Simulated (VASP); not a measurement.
Input of a VASP 6.6.1 run:

The input INCAR:

```
  ALGO = Normal
  EDIFF = 1E-6
  ENCUT = 520
  GGA = PE
  ISIF = 2
  ISMEAR = -1
  LASPH = T
  LCHARG = F
  LREAL = Auto
  LWAVE = F
  NBANDS = 42
  NELM = 100
  PREC = Accurate
  SIGMA = 0.146
```

The input KPOINTS:

```
k-points
0
Gamma
  4 4 2
```

POSCAR

```
LiH
1.0
    0.0000000000      3.9969453814      3.9969453814
    3.9969453814      0.0000000000      3.9969453814
    5.9954180722      5.9954180722      0.0000000000
Li H
12 12
Direct
   -0.0281932799      0.0416940899     -0.0658823113
   -0.0153334595      0.0113754369      0.3219865532
    0.0215508324     -0.0364799831      0.6214296410
   -0.0353955300      0.5265103221     -0.0209221440
    0.0837313168      0.4673595263      0.3618287289
   -0.0171553508      0.5079088670      0.6710924829
    0.4741652235      0.0026286324      0.0330399811
    0.5411503770      0.0285684414      0.3435667830
    0.4826722199     -0.0349433096      0.7238795440
    0.4542142378      0.5251894384      0.0237478852
    0.5280680116      0.4983250482      0.3387682019
    0.5221925247      0.4917592843      0.6308168929
    0.2399258455      0.1739724799      0.1971077723
    0.3086086704      0.2339679207      0.5261426246
    0.2253783612      0.2475487918      0.8430124370
    0.2346923489      0.7227260381      0.2020333671
    0.2436668273      0.8102632613      0.4675218586
    0.2764199644      0.7003579566      0.8535924331
    0.6626934439      0.3096716072      0.1617304229
    0.7316542312      0.2061051432      0.5188592293
    0.7500183800      0.2680235524      0.7923773526
    0.7885859573      0.7012980495      0.1469482177
    0.7314318113      0.7031937472      0.5485779241
    0.7266002467      0.7170399459      0.8567133164
```

Potentials or basis: VASP PAW PBE potentials, release 64 (Li_sv, H).

Run with:

```bash
$ cat potpaw_PBE.64/Li_sv/POTCAR potpaw_PBE.64/H/POTCAR > POTCAR
$ mpirun -np 1 vasp_std > vasp.out
```

(1) Estimate the band gap on the k mesh.

(2) Predict the largest force.

Answers

(1) 2.87 eV, indirect (least direct gap 2.88 eV).

(2) 1.728 eV/Å.

Caveat: the k points lie up to 0.45 Å⁻¹ apart; forces of over 1 eV/Å act on the atoms, so gaps and moduli don't describe the material at rest.
